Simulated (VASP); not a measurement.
# Be (C2/m) in VASP: further runs

The runs below take Be through single point, with PBE.

Program: VASP 6.6.1. These are calculated values, not measurements. Logs are shortened: lines on timing, memory, paths and dates and some standing lists are left out, and cuts for length are marked.

**1. The cell of the first run**

The structure is monoclinic, space group C2/m (No. 12). The conventional cell has a = 2.500 Å, b = 3.536 Å, c = 10.611 Å, α = 90.00°, β = 91.35°, γ = 90.00°. Be (site symmetry m) has 14 Be at 2.03 to 2.51 Å within 2.7 Å. Be (site symmetry m) has 14 Be at 2.17 to 2.50 Å within 2.9 Å. Be (site symmetry m) has 14 Be at 2.17 to 2.50 Å within 2.9 Å.

**2. Single point, PBE (the part above a cut slid along it)**

INCAR reads:

```
SYSTEM = Be
ALGO = Fast
EDIFF = 1E-7
ENCUT = 520
GGA = PE
ISIF = 2
ISMEAR = 0
LASPH = .True.
LCHARG = .False.
LREAL = .False.
LWAVE = .False.
NBANDS = 15
NELM = 60
PREC = Accurate
SIGMA = 0.15
```

KPOINTS reads:

```
k-points
0
Gamma
  28 28 6
  0 0 0
```

POSCAR reads:

```
Be
1.0
   -1.2502160087      1.2502160087     -1.2502160087
   -1.2502160087     -1.2502160087      1.2502160087
   -0.2500432017      7.5012960522      7.5012960522
Be
6
Direct
   -0.0916650000     -0.0916650000      0.9166500000
    0.4916683333      0.4916683333      0.0833166667
   -0.0249983333     -0.0249983333      0.2499833333
    0.4583350000      0.4583350000      0.4166500000
   -0.0583316667     -0.0583316667      0.5833166667
    0.4250016667      0.4250016667      0.7499833333
```

Potentials or basis: VASP PAW PBE potentials, release 64 (Be).

Launch:

```bash
$ cat potpaw_PBE.64/Be/POTCAR > POTCAR
$ mpirun -np 1 vasp_std > vasp.out
```

OUTCAR:

```text
SYSTEM = Be
   EDIFF = 1E-7
   ENCUT = 520
   GGA = PE
   ISIF = 2
   ISMEAR = 0
   LASPH = .True.
   LREAL = .False.
   NELM = 60
   PREC = Accurate

 ion  position               nearest neighbor table
   1  0.908  0.908  0.917-   2 2.03   6 2.17   6 2.17   2 2.32
   2  0.492  0.492  0.083-   1 2.03   3 2.17   3 2.17   1 2.32
   3  0.975  0.975  0.250-   2 2.17   2 2.17   4 2.17   4 2.17
   4  0.458  0.458  0.417-   3 2.17   5 2.17   3 2.17   5 2.17
   5  0.942  0.942  0.583-   6 2.17   6 2.17   4 2.17   4 2.17
   6  0.425  0.425  0.750-   5 2.17   5 2.17   1 2.17   1 2.17

  LATTYP: Found a base centered monoclinic cell.
 ALAT       =     2.5004320174
 B/A-ratio  =     1.4142135624
 C/A-ratio  =     4.2438190348
 COS(beta)  =    -0.0235636815

  Lattice vectors:

 A1 = (   1.2502160087,  -1.2502160087,   1.2502160087)
 A2 = (   1.2502160087,   1.2502160087,  -1.2502160087)
 A3 = (  -0.2500432017,   7.5012960522,   7.5012960522)

Analysis of symmetry for initial positions (statically):
=====================================================================
 Subroutine PRICEL returns:
 Original cell was already a primitive cell.

 Routine SETGRP: Setting up the symmetry group for a
 base centered monoclinic supercell.

 Subroutine GETGRP returns: Found  4 space group operations
 (whereof  2 operations were pure point group operations)
 out of a pool of  4 trial point group operations.

The static configuration has the point symmetry C_1h.
 The point group associated with its full space group is C_2h.

Analysis of symmetry for dynamics (positions and initial velocities):
=====================================================================
 Subroutine PRICEL returns:
 Original cell was already a primitive cell.

 Routine SETGRP: Setting up the symmetry group for a
 base centered monoclinic supercell.

 Subroutine GETGRP returns: Found  4 space group operations
 (whereof  2 operations were pure point group operations)
 out of a pool of  4 trial point group operations.

The dynamic configuration has the point symmetry C_1h.
 The point group associated with its full space group is C_2h.

 Subroutine INISYM returns: Found  4 space group operations
 (whereof  2 operations are pure point group operations),
 and found     1 'primitive' translations

----------------------------------------------------------------------------------------

                                     Primitive cell

  volume of cell :      46.8993

  direct lattice vectors                    reciprocal lattice vectors
    -1.250216009  1.250216009 -1.250216009    -0.399930889  0.193299930 -0.206630959
    -1.250216009 -1.250216009  1.250216009    -0.399930889 -0.206630959  0.193299930
    -0.250043202  7.501296052  7.501296052     0.000000000  0.066655148  0.066655148

  length of vectors
     2.165437648  2.165437648 10.611380991     0.489904003  0.489904003  0.094264615

  position of ions in fractional coordinates (direct lattice)
     0.908335000  0.908335000  0.916650000
     0.491668333  0.491668333  0.083316667
     0.975001667  0.975001667  0.249983333
     0.458335000  0.458335000  0.416650000
     0.941668333  0.941668333  0.583316667
     0.425001667  0.425001667  0.749983333

  ion indices of the primitive-cell ions
   primitive index   ion index
                 1           1
                 2           2
                 3           3
                 4           4
                 5           5
                 6           6

----------------------------------------------------------------------------------------

 KPOINTS: k-points

Automatic generation of k-mesh.
 Grid dimensions read from file:
 generate k-points for:   28   28    6

 Generating k-lattice:

  Cartesian coordinates                     Fractional coordinates (reciprocal lattice)
    -0.014283246  0.006903569 -0.007379677     0.035714286  0.000000000  0.000000000
    -0.014283246 -0.007379677  0.006903569     0.000000000  0.035714286 -0.000000000
     0.000000000  0.011109191  0.011109191     0.000000000  0.000000000  0.166666667

  Length of vectors
     0.017496572  0.017496572  0.015710769

  Shift w.r.t. Gamma in fractional coordinates (k-lattice)
     0.000000000  0.000000000  0.000000000

 Subroutine IBZKPT returns following result:
 ===========================================

 Found   1234 irreducible k-points:

 Following reciprocal coordinates:
            Coordinates               Weight
  0.000000  0.000000  0.000000      1.000000
  0.035714  0.000000  0.000000      4.000000
  0.071429  0.000000  0.000000      4.000000
  0.107143  0.000000 -0.000000      4.000000
  0.142857  0.000000  0.000000      4.000000
  0.178571 -0.000000  0.000000      4.000000
[... 16 lines left out ...]
  0.285714  0.035714 -0.000000      4.000000
  0.321429  0.035714 -0.000000      4.000000
 [... further k-points ...]
   k-points           NKPTS =   1234   k-points in BZ     NKDIM =   1234   number of bands    NBANDS=     15
   number of dos      NEDOS =    301   number of ions     NIONS =      6
   total plane-waves  NPLWV =  20480
   dimension x,y,z NGX =    16 NGY =   16 NGZ =   80
   dimension x,y,z NGXF=    32 NGYF=   32 NGZF=  160
   ions per type =               6
   NGX,Y,Z   is equivalent  to a cutoff of  12.28, 12.28, 12.53 a.u.
   NGXF,Y,Z  is equivalent  to a cutoff of  24.57, 24.57, 25.07 a.u.
 SYSTEM =  Be
   PREC   = accura    normal or accurate (medium, high low for compatibility)
   ISTART =      0    job   : 0-new  1-cont  2-samecut
   ICHARG =      2    charge: 1-file 2-atom 10-const
   ISPIN  =      1    spin polarized calculation?
   LNONCOLLINEAR =      F non collinear calculations
   LSORBIT =      F    spin-orbit coupling
   LASPH  =      T    aspherical Exc in radial PAW
   ENCUT  =  520.0 eV  38.22 Ry    6.18 a.u.   4.03  4.03 19.73*2*pi/ulx,y,z
   NELM   =     60;   NELMIN=  2; NELMDL= -5     # of ELM steps
   EDIFF  = 0.1E-06   stopping-criterion for ELM
   LREAL  =      F    real-space projection
   EDIFFG = 0.1E-05   stopping-criterion for IOM
   NSW    =      0    number of steps for IOM
   IBRION =     -1    ionic relax: 0-MD 1-quasi-New 2-CG
   NFREE  =      0    steps in history (QN), initial steepest desc. (CG)
   ISIF   =      2    stress and relaxation
   ISYM   =      2    0-nonsym 1-usesym 2-fastsym
   POTIM  = 0.5000    time-step for ionic-motion
   TEBEG  =    0.0;   TEEND  =   0.0 temperature during run
   PSTRESS=    0.0 pullay stress
   NELECT =      12.0000    total number of electrons
   NUPDOWN=      -1.0000    fix difference up-down
   EMIN   =  10.00;   EMAX   =-10.00  energy-range for DOS
   EFERMI =   0.00;   METHOD = LEGACY
   ISMEAR =     0;   SIGMA  =   0.15  broadening in eV -4-tet -1-fermi 0-gaus
   EFERMI_NEDOS =   21; number of points for ismear=-14 and -15
   IALGO  =     68    algorithm
   IMIX   =      4    mixing-type and parameters
     AMIX     =   0.40;   BMIX     =  1.00
     AMIX_MAG =   1.60;   BMIX_MAG =  1.00
  volume/ion in A,a.u.               =       7.82        52.75
  Fermi-wavevector in a.u.,A,eV,Ry     =   1.039313  1.964017 14.696631  1.080172
  Thomas-Fermi vector in A             =   2.173838
   LORBIT       =      0    0 simple, 1 ext, 2 COOP (PROOUT), +10 PAW based schemes
   GGA     = PE    functional components
   LHFCALC =     F    Hartree Fock is set to
   AEXX    =    0.0000 exact exchange contribution
   IVDW    =     0    specifies the selected vdW correction
   LEPSILON=     F    determine dielectric tensor
   LRPA    =     F    only Hartree local field effects (RPA)
 non-spin polarized calculation
 RMM-DIIS sequential band-by-band and
 Gauss-broadening in eV      SIGMA  =   0.15
  energy-cutoff  :      520.00
  volume of cell :       46.90
 maximum number of plane-waves:      1304
   NGX =  9   NGY =  9   NGZ = 39

 number of electron      12.0000000 magnetization

 Free energy of the ion-electron system (eV)
  ---------------------------------------------------
  ext. energy  EPLUGINS =         0.00000000
  ---------------------------------------------------
  free energy    TOTEN  =       -21.90770025 eV

  energy without entropy =      -21.89837721  energy(sigma->0) =      -21.90303873

 E-fermi :   7.9802     XC(G=0): -10.6493

 val. band max:        7.9788333954   @ k =  -0.2857   0.0000   0.1667
 cond. band min:       7.9803793467   @ k =  -0.3929  -0.4286   0.3333
 fundamental gap:      0.0015459513
 Fermi energy:         7.9801958072

 k-point     1 :       0.0000    0.0000    0.0000
  band No.  band energies     occupation
      1      -4.2951      2.00000
      2      -3.3178      2.00000
      3      -3.3167      2.00000
      4      -0.4337      2.00000
      5      -0.4248      2.00000
      6       2.7288      2.00000
      7       8.3804      0.00016
      8      13.7853      0.00000
      9      13.8139      0.00000
     10      20.3415      0.00000
     11      21.4034      0.00000
     12      21.5271      0.00000
     13      22.6837      0.00000
     14      22.6895      0.00000
     15      23.5517      0.00000

 k-point     2 :       0.0357    0.0000    0.0000
  band No.  band energies     occupation
      1      -4.2614      2.00000
      2      -3.2900      2.00000
      3      -3.2768      2.00000
      4      -0.4062      2.00000
      5      -0.3813      2.00000
      6       2.7734      2.00000
      7       8.3871      0.00012
      8      13.7880      0.00000
      9      13.8399      0.00000
     10      20.2031      0.00000
     11      21.2472      0.00000
     12      21.3847      0.00000
     13      22.6422      0.00000
     14      22.7299      0.00000
     15      23.1237      0.00000

 k-point     3 :       0.0714    0.0000    0.0000
  band No.  band energies     occupation
      1      -4.1603      2.00000
      2      -3.1952      2.00000
      3      -3.1687      2.00000
      4      -0.3113      2.00000
      5      -0.2638      2.00000
      6       2.9071      2.00000
      7       8.4051      0.00006
      8      13.8094      0.00000
      9      13.8977      0.00000
     10      19.7068      0.00000
     11      20.6996      0.00000
     12      20.8835      0.00000
     13      22.3683      0.00000
     14      22.5874      0.00000
     15      22.7619      0.00000

 k-point     4 :       0.1071    0.0000   -0.0000
  band No.  band energies     occupation
      1      -3.9919      2.00000
      2      -3.0329      2.00000
      3      -2.9931      2.00000
      4      -0.1470      2.00000
      5      -0.0761      2.00000
      6       3.1299      2.00000
      7       8.4271      0.00003
      8      13.8454      0.00000
      9      13.9643      0.00000
     10      18.7713      0.00000
     11      19.7235      0.00000
     12      19.9543      0.00000
     13      21.8363      0.00000
     14      22.3139      0.00000
     15      22.6952      0.00000
[... 307 lines left out ...]
 k-point    22 :       0.2500    0.0357    0.0000
  band No.  band energies     occupation
      1      -2.4485      2.00000
      2      -1.5378      2.00000
      3      -1.4297      2.00000
      4       1.3257      2.00000
      5       1.5174      2.00000
      6       5.1615      2.00000
      7       7.9546      1.19092
      8      12.3117      0.00000
      9      12.5665      0.00000
     10      13.9748      0.00000
     11      16.0837      0.00000
     12      16.3838      0.00000
     13      16.5472      0.00000
     14      16.9956      0.00000
     15      20.0379      0.00000

 k-point    23 :       0.2857    0.0357   -0.0000
  band No.  band energies     occupation
      1      -1.9192      2.00000
      2      -1.0282      2.00000
      3      -0.9059      2.00000
      4       1.7952      2.00000
      5       2.0098      2.00000
      6       5.8531      2.00000
      7       7.4305      2.00000
      8      11.2196      0.00000
      9      11.5229      0.00000
     10      13.4581      0.00000
     11      14.8451      0.00000
     12      15.4678      0.00000
     13      16.4115      0.00000
     14      16.8736      0.00000
     15      19.1830      0.00000

 k-point    24 :       0.3214    0.0357   -0.0000
  band No.  band energies     occupation
      1      -1.3230      2.00000
      2      -0.4607      2.00000
      3      -0.3244      2.00000
      4       2.2781      2.00000
      5       2.5124      2.00000
      6       6.5833      2.00000
      7       6.7386      2.00000
      8      10.1491      0.00000
      9      10.4711      0.00000
     10      13.2342      0.00000
     11      13.5723      0.00000
     12      14.1305      0.00000
     13      16.7236      0.00000
     14      17.2688      0.00000
     15      17.7611      0.00000

 [... further k-points ...]

------------------------ aborting loop because EDIFF is reached ----------------------------------------

  FORCE on cell =-STRESS in cart. coord.  units (eV):
  Direction    XX          YY          ZZ          XY          YZ          ZX
  --------------------------------------------------------------------------------------
  -------------------------------------------------------------------------------------
  Total        0.0254789      0.2415026      0.2415026      0.9717978      0.1993354      0.9717978
  in kB        0.8704136      8.2502272      8.2502272     33.1986248      6.8097090     33.1986250
  external PRESSURE =       5.7902893 kB  Pullay stress =       0.0000000 kB

 VOLUME and BASIS-vectors are now :
 -----------------------------------------------------------------------------
  energy-cutoff  :      520.00
  volume of cell :       46.90
      direct lattice vectors                 reciprocal lattice vectors
    -1.250216009  1.250216009 -1.250216009    -0.399930889  0.193299930 -0.206630959
    -1.250216009 -1.250216009  1.250216009    -0.399930889 -0.206630959  0.193299930
    -0.250043202  7.501296052  7.501296052     0.000000000  0.066655148  0.066655148

 POSITION                                       TOTAL-FORCE (eV/Angst)
 -----------------------------------------------------------------------------------
     -2.50043      6.87606      6.87606        -0.738745     -0.179613     -0.179613
     -1.25022      0.62498      0.62498         0.738745      0.179613      0.179613
     -2.50043      1.87520      1.87520         0.025665     -0.001586     -0.001586
     -1.25022      3.12542      3.12542         0.002247     -0.000053     -0.000053
     -2.50043      4.37563      4.37563        -0.002247      0.000053      0.000053
     -1.25022      5.62585      5.62585        -0.025665      0.001586      0.001586
 -----------------------------------------------------------------------------------
    total drift:                                0.000000     -0.000000     -0.000000

  FREE ENERGIE OF THE ION-ELECTRON SYSTEM (eV)
  ---------------------------------------------------
  free  energy   TOTEN  =       -21.9077002458 eV

  energy  without entropy=      -21.8983772103  energy(sigma->0) =      -21.90303873
```

Wall time 15 min (1 thread of Intel Xeon 8259CL, shared host); peak memory 0.67 GiB.

Results:

```
Free energy            : -21.9077 eV
Pressure               : 0.6 GPa
Largest force          : 0.781 eV/Å
Band gap on the k mesh : zero (bands 6 and 7 overlap by 3.52 eV)
```

Forces in eV/Å, atoms in the order of the input:
```
Be  -0.739 -0.180 -0.180
Be   0.739  0.180  0.180
Be   0.026 -0.002 -0.002
Be   0.002  0.000  0.000
Be  -0.002  0.000  0.000
Be  -0.026  0.002  0.002
```

Levels at points of the mesh, in eV from the Fermi level:
```tsv
k point	band 4	band 5	band 6	band 7	band 8	band 9
(0.00, 0.00, 0.00)	-8.41	-8.40	-5.25	0.40	5.81	5.83
(0.50, 0.00, 0.00)	-5.38	-5.38	-5.09	0.46	0.93	0.97
(0.50, 0.50, 0.00)	-0.23	-0.22	0.40	0.81	0.81	2.26
(0.00, 0.00, 0.50)	-10.08	-6.47	-6.46	2.18	2.19	10.13
(0.50, 0.00, 0.50)	-5.49	-5.31	-5.04	0.11	0.56	1.91
(0.50, 0.50, 0.50)	-2.38	0.49	0.50	1.39	1.41	2.31
```

Caveat: the cell differs from its parent crystal (the part above a cut slid along it).

**3. Single point, PBE (the part above a cut slid along it)**

INCAR reads:

```
PREC = Accurate
ENCUT = 520
EDIFF = 1E-6
ISMEAR = 0
SIGMA = 0.15
LREAL = F
LASPH = T
NELM = 60
ALGO = Fast
ISIF = 2
LWAVE = F
LCHARG = T
GGA = PE
LELF = T
LVHAR = T
NBANDS = 15
```

KPOINTS reads:

```
regular mesh
0
Gamma
  28 28 6
```

POSCAR reads:

```
Be
1.0
   -1.2502160087      1.2502160087     -1.2502160087
   -1.2502160087     -1.2502160087      1.2502160087
   -0.7501296052      7.5012960522      7.5012960522
Be
6
Direct
   -0.2749950000     -0.2749950000      0.9166500000
    0.4750050000      0.4750050000      0.0833166667
   -0.0749950000     -0.0749950000      0.2499833333
    0.3750050000      0.3750050000      0.4166500000
   -0.1749950000     -0.1749950000      0.5833166667
    0.2750050000      0.2750050000      0.7499833333
```

Potentials or basis: VASP PAW PBE potentials, release 64 (Be).

Launch:

```bash
$ cat potpaw_PBE.64/Be/POTCAR > POTCAR
$ mpirun -np 1 vasp_std > vasp.out
```

Run time: 14 min. Hardware: 1 thread of Intel Xeon 8259CL, shared host; peak memory 0.67 GiB.

Results (log left out):

| Item | Value |
| --- | --- |
| Free energy | -21.3440 eV |
| Pressure | 4.3 GPa |
| Largest force | 2.309 eV/Å |
| Band gap on the k mesh | zero (bands 6 and 7 overlap by 3.56 eV) |

Forces on the atoms (eV/Å):
```
Be  -1.212 -1.390 -1.390
Be   1.212  1.390  1.390
Be   0.001 -0.033 -0.033
Be  -0.006 -0.006 -0.006
Be   0.006  0.006  0.006
Be  -0.001  0.033  0.033
```

Stress tensor (GPa, compression positive):
```
1.77 4.41 4.41
4.41 5.58 5.04
4.41 5.04 5.58
```

Levels at points of the mesh, in eV from the Fermi level:
```tsv
k point	band 2	band 3	band 4	band 5	band 6	band 7	band 8	band 9	band 10	band 11
(0.00, 0.00, 0.00)	-10.92	-10.85	-8.04	-8.00	-4.92	0.81	6.05	6.25	12.84	13.44
(0.50, 0.00, 0.00)	-5.37	-5.29	-5.07	-5.06	-3.65	-0.28	1.18	1.32	2.19	3.20
(0.50, 0.50, 0.00)	-3.59	-3.55	0.16	0.17	0.74	1.20	1.30	2.52	2.77	4.04
(0.00, 0.00, 0.50)	-11.51	-9.68	-9.68	-6.13	-6.07	2.43	2.69	10.30	10.60	12.79
(0.50, 0.00, 0.50)	-5.36	-5.33	-5.09	-5.03	-3.63	-0.38	1.06	1.66	2.54	2.82
(0.50, 0.50, 0.50)	-4.43	-1.99	-1.99	0.76	1.01	1.78	1.86	2.64	2.78	3.42
```

Caveat: the cell differs from its parent crystal (the part above a cut slid along it); the cell stands under pressure; forces of over 1 eV/Å act on the atoms, so gaps and moduli don't describe the material at rest.
